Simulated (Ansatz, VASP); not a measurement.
## BN: VASP beside Ansatz

INCAR

```
SYSTEM = BN
PREC = Accurate
ENCUT = 520
EDIFF = 1E-6
ISMEAR = 0
SIGMA = 0.05
LREAL = .False.
LASPH = .True.
NELM = 100
ALGO = Normal
ISIF = 2
LWAVE = .False.
LCHARG = .True.
GGA = PE
LELF = .True.
LVHAR = .True.
NBANDS = 11
```

Contents of KPOINTS:

```
Automatic mesh
0
Gamma
  12 12 12
  0 0 0
```

The input POSCAR:

```
BN
1.0
    0.0000000000      1.8123485119      1.7307928289
    1.8123485119      0.0000000000      1.7307928289
    1.8123485119      1.8123485119      0.0000000000
B N
1 1
Direct
    0.0000000000      0.0000000000      0.0000000000
    0.7500000000      0.7500000000      0.7500000000
```

Input for Ansatz:

```yaml
crystal:
  lattice:
    - [0.0, 1.8123485119, 1.7307928289]
    - [1.8123485119, 0.0, 1.7307928289]
    - [1.8123485119, 1.8123485119, 0.0]
  atoms:
    - { symbol: B, position: [0.0, 0.0, 0.0] }
    - { symbol: "N", position: [0.75, 0.75, 0.75] }
basis:
  ecutwfc: 420
kpoints:
  mp_grid: { grid: [12, 12, 12] }
hamiltonian:
  xc: pbe
scf:
  occupations: { method: gaussian, width: 0.05 }
output:
  forces: true
  stress: true
  eigenvalues: true
```

Change from the starting cell: strain -0.0450 x Voigt [0, 0, 1, 0, 0, 0], atoms carried along.

Alike in both runs: task single point; functional PBE; k mesh 12 × 12 × 12; occupations gaussian, width 0.05 eV; no spin polarisation.

```csv
,VASP,Ansatz
version,VASP 6.6.1,Ansatz 0.2.0
potentials or method,"VASP PAW PBE potentials, release 64 (B, N), cutoff 520 eV","scalar-relativistic, plane waves, PAW"
valence electrons in the cell,8,8
```

Ansatz gave:

| Property | Result |
| --- | --- |
| gap on the k mesh at the Fermi level (eV) | 3.69 |
| least direct gap on the mesh (eV) | 8.52 |
| pressure (GPa) | 18.6 |
| traceless stress, the component that is largest in VASP (GPa) | 18.26 |

Problem. Which values does VASP return?

Solution. gap on the k mesh at the Fermi level (eV): 3.68; least direct gap on the mesh (eV): 8.51; pressure (GPa): 18.9; traceless stress, the component that is largest in VASP (GPa): 18.26.
